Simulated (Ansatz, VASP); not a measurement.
## One calculation of Sn, two programs

```xyz
2
Lattice="3.3451 0.0000 0.0000 -1.6726 2.8970 0.0000 0.0000 0.0000 5.4054" Properties=species:S:1:pos:R:3 pbc="T T T"
Sn    0.0000    1.9313    1.3514
Sn    1.6726    0.9657    4.0541
```

Alike in both runs: task relaxation of cell and atoms; functional PBEsol; k mesh 15 × 15 × 8; occupations gaussian, width 0.1 eV; no spin polarisation.

|  | VASP | Ansatz |
| --- | --- | --- |
| version | VASP 6.6.1 | Ansatz 0.2.0 |
| potentials or method | VASP PAW PBE potentials, release 64 (Sn_d), cutoff 600 eV | scalar-relativistic, plane waves, PAW |
| valence electrons in the cell | 28 | 28 |

```csv
,VASP,Ansatz,Ansatz less VASP
"gap on the k mesh at the Fermi level, each at its own relaxed structure (eV)",none,none,-
relaxed volume (Å³/atom),26.26,26.27,+0.008
relaxed cell length with the largest relative difference (Å),3.303,3.304,+0.0008
```

VASP's potentials were made for PBE, not for PBEsol. A gap of «none» marks a metal or a gap that the smearing closes.
